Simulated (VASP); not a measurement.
Write the native input for VASP 6.6.1 that does the following.

| Item | Value |
| --- | --- |
| Task | relaxation of cell and atoms |
| Functional | PBE |
| Potentials or basis | VASP PAW PBE potentials, release 64 (Ni, Si) |
| Cutoff | 600 eV |
| k mesh | 16 × 16 × 14 |
| Occupations | fermi-dirac, width 0.08 eV |
| Spin | no spin polarisation |
| Target pressure | 110 GPa |
| Dipole correction | no |
| Further INCAR settings | ALGO = Normal; EDIFF = 1e-06; IBRION = 2; EDIFFG = -0.005; NSW = 60; ISIF = 3 |

The structure of SiNi (WC type) lies in POSCAR:

```
SiNi
1.0
    2.8004013313      0.0000000000      0.0000000000
   -1.4002006656      2.4252186937      0.0000000000
    0.0000000000      0.0000000000      2.7443933047
Ni Si
1 1
Direct
    0.0000000000      0.0000000000      0.0000000000
    0.3333333333      0.6666666667      0.5000000000
```

These files were run (other wordings do the same):

INCAR

```
SYSTEM = SiNi
ALGO = Normal
EDIFF = 1E-6
EDIFFG = -0.005
ENCUT = 600
GGA = PE
IBRION = 2
ISIF = 3
ISMEAR = -1
LASPH = .True.
LCHARG = .False.
LREAL = .False.
LWAVE = .False.
NELM = 80
NSW = 60
PREC = Accurate
PSTRESS = 1100.0
SIGMA = 0.08
```

KPOINTS

```
k-points
0
Gamma
  16 16 14
  0 0 0
```

Potentials or basis: VASP PAW PBE potentials, release 64 (Ni, Si).

Command:

```console
$ cat potpaw_PBE.64/Ni/POTCAR potpaw_PBE.64/Si/POTCAR > POTCAR
$ mpirun -np 1 vasp_std > vasp.out
```

It gave:

- Relaxed volume: 8.51 Å³/atom
- Relaxed cell: a = 2.385 Å, b = 2.385 Å, c = 3.456 Å, α = 90.00°, β = 90.00°, γ = 120.00°
- Space group after relaxing (to 0.1 Å): P-6m2 (No. 187)
- Energy change on relaxing (the run minimises the enthalpy): -9.0 meV/atom
- Ionic steps: 31
- Pressure after relaxing: 110.0 GPa
- Band gap on the k mesh: zero (bands 7 and 8 overlap by 1.14 eV)

Caveat: the cell is relaxed towards a set pressure, so the run minimises the enthalpy, not the energy; a cell axis changed by over 15 % at a fixed basis, so the end point is rough.

Wall time 7.1 min on 1 thread of Intel(R) Xeon(R) Platinum 8375C CPU @ 2.90GHz (Ice Lake), with other jobs on the host, peak memory 0.24 GiB.
